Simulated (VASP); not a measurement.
AlN (rocksalt type), 2 atoms in the cell. The structure is cubic, space group Fm-3m (No. 225). The conventional cell has a = 3.871 Å, b = 3.871 Å, c = 3.871 Å, α = 90.00°, β = 90.00°, γ = 90.00°. Al (site symmetry m-3m) has 6 N at 1.94 Å within 2.6 Å. Within 2.6 Å of N (site symmetry m-3m) lie 6 Al at 1.94 Å.  This cell differs from its parent crystal: volume scaled by 0.86, to set the pressure.

* Program: VASP 6.6.1
* Task: single point
* Functional: PBE
* Potentials or basis: VASP PAW PBE potentials, release 64 (Al, N)
* Cutoff: 520 eV
* k mesh: 16 × 16 × 16
* Occupations: fermi-dirac, width 0.1 eV
* Spin: no spin polarisation
* Dipole correction: no
* Further INCAR settings: ALGO = Normal; EDIFF = 1e-07; NBANDS = 11

Potentials or basis: VASP PAW PBE potentials, release 64 (Al, N).

The run is started by

```sh
$ cat potpaw_PBE.64/Al/POTCAR potpaw_PBE.64/N/POTCAR > POTCAR
$ mpirun -np 1 vasp_std > vasp.out
```

Hardware: 1 thread of Intel Xeon 8259CL, with other jobs on the host.

How long does it take, and how much memory?

Run time: 27 s on 1 thread of Intel Xeon 8259CL, on a shared host, peak memory 0.13 GiB. Counts: scf iterations 13, k points 145.
